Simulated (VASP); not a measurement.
# Si48HC48 (a cell with a defect) in VASP: single point with PBEsol

Aim: the single point of Si48HC48 (a cell with a defect) with PBEsol.

Program: VASP 6.6.1. These are calculated values, not measurements. Logs are shortened: lines on timing, memory, paths and dates and some standing lists are left out, and cuts for length are marked.

**1. The cell of the first run**

The cell holds a defect, 97 atoms: a = 9.234 Å, b = 10.663 Å, c = 10.076 Å, α = 90.00°, β = 90.00°, γ = 90.00°.

**2. Single point, PBEsol, collinear spin**

The input, INCAR:

```
SYSTEM = Si48HC48
ALGO = Normal
EDIFF = 1E-6
ENCUT = 520
GGA = PS
GGA_COMPAT = .FALSE.
ISIF = 2
ISMEAR = -1
ISPIN = 2
ISYM = -1
KPAR = 1
LASPH = .TRUE.
LCHARG = .FALSE.
LORBIT = 11
LREAL = Auto
LWAVE = .FALSE.
MAGMOM = 0 0 0 0 0 0.167 0.167 0 0 0.167 0 0 0 0 0 0 0 0.167 0 0 0 0 0 0 0 0 0 0 0 0 0 0 0 0 0 0 0 0 0 0 0 0 0 0 0 0 0 0 0 0 0 0 0 0 0 0 0 0 0 0 0 0 0 0 0 0 0 0 0 0 0 0 0 0 0 0 0 0.167 0 0 0 0 0 0 0 0 0 0 0 0 0 0 0 0 0 0 0.167
NBANDS = 250
NELM = 200
PREC = Accurate
SIGMA = 0.05
```

The input, KPOINTS:

```
explicit points
1
Reciprocal
  0.25000000   0.25000000   0.25000000 1
```

The input, POSCAR:

```
Si48HC48
1.0
    9.2342040000      0.0000000000      0.0000000000
    0.0000000000     10.6627400000      0.0000000000
    0.0000000000      0.0000000000     10.0759470000
Si C H
48 48 1
Direct
    0.9998390000      0.0009560000      0.4994880000
    0.3309340000      0.9977520000      0.4993190000
    0.1644850000      0.2497710000      0.4991860000
    0.0016450000      0.5012870000      0.5011440000
    0.6657600000      0.9998690000      0.4993260000
    0.4933450000      0.2431480000      0.4988160000
    0.3296050000      0.5002900000      0.4997590000
    0.1667090000      0.7497820000      0.4993450000
    0.8311410000      0.2495320000      0.4998200000
    0.7216500000      0.5297910000      0.5224550000
    0.4991340000      0.7502750000      0.4999180000
    0.8364520000      0.7530050000      0.5009950000
    0.9982160000      0.1665220000      0.2495350000
    0.3308600000      0.1650800000      0.2486110000
    0.1644640000      0.4164570000      0.2495380000
    0.9993000000      0.6666390000      0.2493730000
    0.6645800000      0.1663570000      0.2488510000
    0.4935090000      0.4134600000      0.2436200000
    0.3323170000      0.6660760000      0.2489970000
    0.1652470000      0.9159450000      0.2492810000
    0.8312170000      0.4164530000      0.2493360000
    0.6653700000      0.6662990000      0.2492350000
    0.4986930000      0.9162520000      0.2494670000
    0.8323110000      0.9167990000      0.2498800000
    0.1661090000      0.0835070000      0.7493000000
    0.9995560000      0.3333020000      0.7499740000
    0.4989070000      0.0826530000      0.7487960000
    0.3321880000      0.3333540000      0.7488470000
    0.1667740000      0.5834270000      0.7498790000
    0.0002280000      0.8345310000      0.7503400000
    0.8324610000      0.0833320000      0.7494860000
    0.6652010000      0.3325370000      0.7495460000
    0.4989470000      0.5837920000      0.7501590000
    0.3327960000      0.8331740000      0.7496060000
    0.8362310000      0.5851990000      0.7521380000
    0.6665660000      0.8339560000      0.7500760000
    0.9991940000      0.0001370000      0.9995220000
    0.3322310000      0.9994940000      0.9989140000
    0.1653980000      0.2499120000      0.9992580000
    0.9992990000      0.4999420000      0.0000520000
    0.6655900000      0.9997110000      0.9993350000
    0.4983220000      0.2486580000      0.9975350000
    0.3314140000      0.5001000000      0.9980310000
    0.1660770000      0.7499220000      0.9994250000
    0.8319550000      0.2497470000      0.9994830000
    0.6654380000      0.4997950000      0.9998850000
    0.4991290000      0.7499400000      0.9995640000
    0.8329390000      0.7504290000      0.0003670000
    0.9988850000      0.9998800000      0.1868490000
    0.3318820000      0.9988640000      0.1862110000
    0.1649330000      0.2497420000      0.1867730000
    0.9980370000      0.4997590000      0.1871960000
    0.6654090000      0.9996330000      0.1868420000
    0.4975180000      0.2473570000      0.1837530000
    0.3297060000      0.5000210000      0.1843200000
    0.1658650000      0.7495300000      0.1864710000
    0.8315700000      0.2498090000      0.1869620000
    0.6631820000      0.4988050000      0.1887450000
    0.4989990000      0.7496530000      0.1869040000
    0.8322810000      0.7499460000      0.1874790000
    0.9995370000      0.0006820000      0.6869250000
    0.3322560000      0.9994150000      0.6866810000
    0.1656450000      0.2498470000      0.6865090000
    0.0013290000      0.4995350000      0.6887980000
    0.6658590000      0.0000930000      0.6866110000
    0.4983430000      0.2495710000      0.6859630000
    0.3333930000      0.5001930000      0.6865730000
    0.1661810000      0.7500810000      0.6869120000
    0.8321050000      0.2502270000      0.6869680000
    0.6668850000      0.5005110000      0.6943450000
    0.4999010000      0.7499870000      0.6870770000
    0.8337780000      0.7520310000      0.6887230000
    0.9979150000      0.1671720000      0.4374210000
    0.3280620000      0.1623360000      0.4366390000
    0.1653590000      0.4166570000      0.4375680000
    0.0009990000      0.6674080000      0.4369350000
    0.6639550000      0.1668280000      0.4371030000
    0.4776550000      0.4036320000      0.4282870000
    0.3336130000      0.6660980000      0.4372490000
    0.1649800000      0.9154270000      0.4372480000
    0.8370050000      0.4148290000      0.4366200000
    0.6672560000      0.6730830000      0.4362120000
    0.4988380000      0.9164350000      0.4375440000
    0.8336760000      0.9188850000      0.4376590000
    0.1657940000      0.0833500000      0.9373270000
    0.9985880000      0.3331670000      0.9378450000
    0.4988850000      0.0823050000      0.9362950000
    0.3319280000      0.3331790000      0.9366210000
    0.1654690000      0.5835810000      0.9371320000
    0.9996940000      0.8335980000      0.9380810000
    0.8322770000      0.0831590000      0.9374920000
    0.6651780000      0.3328950000      0.9374840000
    0.4988080000      0.5833830000      0.9378630000
    0.3326020000      0.8330040000      0.9372780000
    0.8332040000      0.5838340000      0.9400860000
    0.6659180000      0.8331170000      0.9379120000
    0.5867770000      0.4358190000      0.4558350000
```

Potentials or basis: VASP PAW PBE potentials, release 64 (Si, C, H).

Run with:

```sh
$ cat potpaw_PBE.64/Si/POTCAR potpaw_PBE.64/C/POTCAR potpaw_PBE.64/H/POTCAR > POTCAR
$ mpirun -np 4 vasp_std > vasp.out
```

OUTCAR:

```text
SYSTEM = Si48HC48
   EDIFF = 1E-6
   ENCUT = 520
   GGA = PS
   ISIF = 2
   ISMEAR = -1
   ISPIN = 2
   ISYM = -1
   LASPH = .TRUE.
   LORBIT = 11
   LREAL = Auto
   NELM = 200
   PREC = Accurate

 ion  position               nearest neighbor table
   1  1.000  0.001  0.499-  84 1.87  73 1.88  80 1.88  61 1.89  12 3.04   2 3.06   3 3.06   9 3.07
                            13 3.08  25 3.08  31 3.08  20 3.08   5 3.08  24 3.09  30 3.09   8 3.09
   2  0.331  0.998  0.499-  74 1.87  80 1.87  83 1.88  62 1.89   6 3.02   8 3.05   1 3.06  11 3.06
                            34 3.07  20 3.07  23 3.08  25 3.08  27 3.09   5 3.09  14 3.09   3 3.10
   3  0.164  0.250  0.499-  73 1.88  74 1.88  75 1.88  63 1.89   6 3.04   1 3.06   4 3.07   7 3.08
                            13 3.08   9 3.08  15 3.08  25 3.08  26 3.08  28 3.09  14 3.09   2 3.10
   4  0.002  0.501  0.501-  75 1.87  76 1.89  64 1.89  81 1.89  10 2.61   7 3.03   8 3.06  29 3.06
                             3 3.07  26 3.08  15 3.08  35 3.09  12 3.09  16 3.09   9 3.11  21 3.12
   5  0.666  1.000  0.499-  84 1.88  83 1.89  65 1.89  77 1.89   6 3.04  12 3.07   9 3.07  11 3.07
                            24 3.08  27 3.08  23 3.08  36 3.08  31 3.08   1 3.08  17 3.09   2 3.09
   6  0.493  0.243  0.499-  78 1.86  74 1.86  77 1.88  66 1.89   2 3.02   3 3.04   5 3.04  27 3.05
                            14 3.05  28 3.08  17 3.08   9 3.12   7 3.13  32 3.13  18 3.15
   7  0.330  0.500  0.500-  78 1.86  75 1.87  79 1.88  67 1.88   4 3.03   8 3.06  29 3.07   3 3.08
                            28 3.08  15 3.08  19 3.08  11 3.09  33 3.10   6 3.13  18 3.13
   8  0.167  0.750  0.499-  76 1.87  80 1.87  79 1.89  68 1.89   2 3.05  12 3.05   7 3.06   4 3.06
                            11 3.07  20 3.08  19 3.08  34 3.08  29 3.09  16 3.09   1 3.09  30 3.09
   9  0.831  0.250  0.500-  81 1.87  73 1.88  69 1.89  77 1.89   5 3.07   1 3.07  32 3.08  31 3.08
[... 125 lines left out ...]
  95  0.833  0.584  0.940-  40 1.88  48 1.88  46 1.89  35 1.89
  96  0.666  0.833  0.938-  41 1.88  47 1.88  48 1.88  36 1.89
  97  0.587  0.436  0.456-  78 1.10  10 1.73

IMPORTANT INFORMATION: All symmetrisations will be switched off!
NOSYMM: (Re-)initialisation of all symmetry stuff for point group C_1.

----------------------------------------------------------------------------------------

                                     Primitive cell

  volume of cell :     992.0971

  direct lattice vectors                    reciprocal lattice vectors
     9.234204000  0.000000000  0.000000000     0.108293037  0.000000000  0.000000000
     0.000000000 10.662740000  0.000000000     0.000000000  0.093784524  0.000000000
     0.000000000  0.000000000 10.075947000     0.000000000  0.000000000  0.099246254

  length of vectors
     9.234204000 10.662740000 10.075947000     0.108293037  0.093784524  0.099246254

  position of ions in fractional coordinates (direct lattice)
     0.999839000  0.000956000  0.499488000
     0.330934000  0.997752000  0.499319000
     0.164485000  0.249771000  0.499186000
     0.001645000  0.501287000  0.501144000
     0.665760000  0.999869000  0.499326000
     0.493345000  0.243148000  0.498816000
[... 89 lines left out ...]
     0.665918000  0.833117000  0.937912000
     0.586777000  0.435819000  0.455835000

  ion indices of the primitive-cell ions
   primitive index   ion index
                 1           1
                 2           2
                 3           3
                 4           4
                 5           5
                 6           6
[... 89 lines left out ...]
                96          96
                97          97

----------------------------------------------------------------------------------------

 KPOINTS: explicit points

[... 51 lines left out ...]
   LHFCALC =     F    Hartree Fock is set to
   AEXX    =    0.0000 exact exchange contribution
   IVDW    =     0    specifies the selected vdW correction
   LEPSILON=     F    determine dielectric tensor
   LRPA    =     F    only Hartree local field effects (RPA)
 spin polarized calculation
  energy-cutoff  :      520.00
  volume of cell :      992.10
 maximum number of plane-waves:     26706
 NGX is ok and might be reduce to    70
   NGX = 35   NGY = 39   NGZ = 37

 number of electron     385.0000015 magnetization       0.9837788

 Free energy of the ion-electron system (eV)
  ---------------------------------------------------
  ext. energy  EPLUGINS =         0.00000000
  ---------------------------------------------------
  free energy    TOTEN  =      -764.50061754 eV

  energy without entropy =     -764.49590169  energy(sigma->0) =     -764.49825961

 E-fermi :  10.0085     XC(G=0): -11.5144

 val. band max:        9.7682285325   @ k =   0.2500   0.2500   0.2500
 cond. band min:      10.2488599210   @ k =   0.2500   0.2500   0.2500
 fundamental gap:      0.4806313885
 Fermi energy:        10.0085324685

 spin component 1

 k-point     1 :       0.2500    0.2500    0.2500
  band No.  band energies     occupation
      1      -7.1911      1.00000
      2      -6.6729      1.00000
      3      -6.5690      1.00000
      4      -6.4656      1.00000
      5      -6.0632      1.00000
      6      -5.9553      1.00000
[... 196 lines left out ...]
    203      11.7779      0.00000
    204      11.8383      0.00000
 Fermi energy:        10.0085324685

 spin component 2

 k-point     1 :       0.2500    0.2500    0.2500
  band No.  band energies     occupation
      1      -7.1710      1.00000
      2      -6.6459      1.00000
      3      -6.5579      1.00000
      4      -6.4522      1.00000
      5      -6.0440      1.00000
      6      -5.9403      1.00000
[... 196 lines left out ...]
    203      11.7918      0.00000
    204      11.8532      0.00000
 [bands above 204 left out]

------------------------ aborting loop because EDIFF is reached ----------------------------------------

  FORCE on cell =-STRESS in cart. coord.  units (eV):
  Direction    XX          YY          ZZ          XY          YZ          ZX
  --------------------------------------------------------------------------------------
  -------------------------------------------------------------------------------------
  Total       11.5190582     11.4971573      9.0542247      6.8009950      2.0730273      4.6915199
  in kB       18.6025893     18.5672207     14.6220307     10.9831997      3.3478149      7.5765237
  external PRESSURE =      17.2639469 kB  Pullay stress =       0.0000000 kB

 VOLUME and BASIS-vectors are now :
 -----------------------------------------------------------------------------
  energy-cutoff  :      520.00
  volume of cell :      992.10
      direct lattice vectors                 reciprocal lattice vectors
     9.234204000  0.000000000  0.000000000     0.108293037  0.000000000  0.000000000
     0.000000000 10.662740000  0.000000000     0.000000000  0.093784524  0.000000000
     0.000000000  0.000000000 10.075947000     0.000000000  0.000000000  0.099246254

 POSITION                                       TOTAL-FORCE (eV/Angst)
 -----------------------------------------------------------------------------------
      9.23272      0.01019      5.03281         0.000849      0.002083      0.000417
      3.05591     10.63877      5.03111         0.002738     -0.002044      0.001842
      1.51889      2.66324      5.02977         0.001635     -0.000250      0.002220
      0.01519      5.34509      5.04950        -0.001704     -0.000163      0.001885
      6.14776     10.66134      5.03118         0.001161     -0.002204      0.001714
      4.55565      2.59262      5.02604         0.004932     -0.004407      0.009938
[... 89 lines left out ...]
      6.14922      8.88331      9.45035         0.001359      0.001490     -0.001257
      5.41842      4.64702      4.59297         0.015810     -0.002871     -0.002188
 -----------------------------------------------------------------------------------
    total drift:                               -0.008690      0.003523      0.073216

  FREE ENERGIE OF THE ION-ELECTRON SYSTEM (eV)
  ---------------------------------------------------
  free  energy   TOTEN  =      -764.5006175408 eV

  energy  without entropy=     -764.4959016855  energy(sigma->0) =     -764.49825961

 total charge

# of ion       s       p       d       tot
------------------------------------------
    1        0.710   0.975   0.000   1.685
    2        0.711   0.981   0.000   1.692
    3        0.710   0.972   0.000   1.681
    4        0.707   0.968   0.000   1.676
    5        0.709   0.970   0.000   1.679
    6        0.713   0.990   0.000   1.703
[... 89 lines left out ...]
   96        0.834   1.702   0.000   2.536
   97        0.648   0.059   0.000   0.707
--------------------------------------------------
tot         74.785 128.567   0.000 203.352

 magnetization (x)

# of ion       s       p       d       tot
------------------------------------------
    1        0.000   0.001   0.000   0.001
    2        0.001   0.001   0.000   0.001
    3        0.001   0.001   0.000   0.001
    4        0.002   0.002   0.000   0.004
    5        0.000   0.001   0.000   0.001
    6       -0.000   0.001   0.000   0.001
[... 89 lines left out ...]
   96        0.000   0.000   0.000   0.000
   97       -0.001   0.005   0.000   0.004
--------------------------------------------------
tot          0.075   0.283   0.000   0.358
```

Run time: 2.3 min. Hardware: 4 MPI ranks of Intel Xeon 6975P-C (Granite Rapids), shared host; peak memory 0.5 GiB.

What came out:

```
Free energy                                           : -764.5006 eV
Pressure                                              : 1.7 GPa
Largest force                                         : 0.022 eV/Å
Net moment                                            : 0.98 μB per cell
Site moments                                          : Si +0.00, +0.15, +0.01, -0.00 (each value once); C -0.00, +0.00, +0.01, +0.02 (each value once); H +0.00 μB
Valence electrons inside the program's atomic spheres : Si 1.69, 1.68, 1.70, 1.75, 1.67 (each value once); C 2.53, 2.54, 2.52, 2.55, 2.60 (each value once); H 0.71
```

Forces on the atoms (eV/Å):
```
Si   0.001  0.002  0.000
Si   0.003 -0.002  0.002
Si   0.002  0.000  0.002
Si  -0.002  0.000  0.002
Si   0.001 -0.002  0.002
Si   0.005 -0.004  0.010
Si  -0.002  0.005  0.004
Si   0.004  0.000  0.002
Si   0.001  0.000 -0.002
Si  -0.003  0.011  0.005
Si   0.002 -0.002  0.000
Si   0.002  0.000  0.001
Si  -0.001 -0.001 -0.001
Si   0.001  0.002  0.000
Si  -0.003  0.000  0.002
Si  -0.002  0.000 -0.002
Si  -0.001  0.003  0.000
Si   0.004  0.001 -0.013
Si   0.001 -0.001 -0.001
Si  -0.001  0.005  0.001
Si   0.001 -0.003  0.003
Si   0.000  0.003  0.002
Si  -0.003 -0.001 -0.001
Si   0.004  0.001  0.000
Si  -0.001 -0.002  0.001
Si  -0.001 -0.002  0.000
Si   0.001  0.002  0.000
Si   0.002  0.000  0.000
Si  -0.002 -0.001  0.000
Si   0.001  0.003  0.000
Si   0.003 -0.002  0.000
Si  -0.003  0.000  0.001
Si  -0.002  0.000 -0.001
Si   0.006  0.000  0.000
Si   0.001 -0.001 -0.003
Si  -0.004 -0.002 -0.001
Si  -0.002  0.002  0.000
Si  -0.001  0.002  0.001
Si   0.000  0.001  0.001
Si   0.000  0.000  0.001
Si   0.001  0.001  0.001
Si  -0.001  0.001  0.000
Si   0.000 -0.002  0.000
Si  -0.001  0.001  0.002
Si   0.001  0.001  0.000
Si   0.001  0.000  0.001
Si  -0.001  0.001 -0.001
Si  -0.001  0.002  0.000
C   -0.003 -0.001 -0.003
C    0.003 -0.004  0.003
C   -0.002 -0.002  0.007
C   -0.006  0.002 -0.001
C   -0.003 -0.001  0.003
C   -0.004 -0.010  0.001
C   -0.003  0.004  0.009
C   -0.002 -0.004  0.004
C    0.004  0.000  0.000
C    0.002 -0.002 -0.004
C    0.000 -0.001 -0.003
C    0.001 -0.001 -0.001
C    0.001  0.001 -0.001
C    0.003  0.000  0.000
C   -0.004 -0.001  0.005
C    0.000  0.002 -0.006
C   -0.002 -0.001  0.002
C    0.001 -0.002 -0.003
C    0.000  0.000  0.000
C   -0.002  0.000  0.004
C    0.005  0.000  0.002
C   -0.003 -0.006  0.002
C    0.001  0.002 -0.005
C    0.002 -0.001 -0.004
C   -0.003  0.007 -0.003
C    0.001  0.004 -0.007
C    0.004 -0.010 -0.004
C   -0.001  0.004  0.001
C   -0.001 -0.012 -0.003
C   -0.003  0.022  0.002
C   -0.001 -0.004  0.001
C   -0.001  0.001  0.001
C    0.001 -0.006 -0.006
C   -0.004 -0.005 -0.001
C   -0.004  0.003 -0.001
C   -0.012  0.002 -0.002
C    0.000  0.003  0.000
C   -0.001 -0.003 -0.002
C   -0.003 -0.005  0.004
C    0.003  0.000 -0.001
C    0.001  0.003  0.001
C   -0.001 -0.008 -0.002
C   -0.001  0.006 -0.001
C    0.009  0.010 -0.001
C   -0.005 -0.004 -0.002
C   -0.001  0.002  0.000
C    0.002 -0.003 -0.002
C    0.001  0.001 -0.001
H    0.016 -0.003 -0.002
```

Caveat: the PAW data sets were made with another functional, which shifts forces and pressure a little.
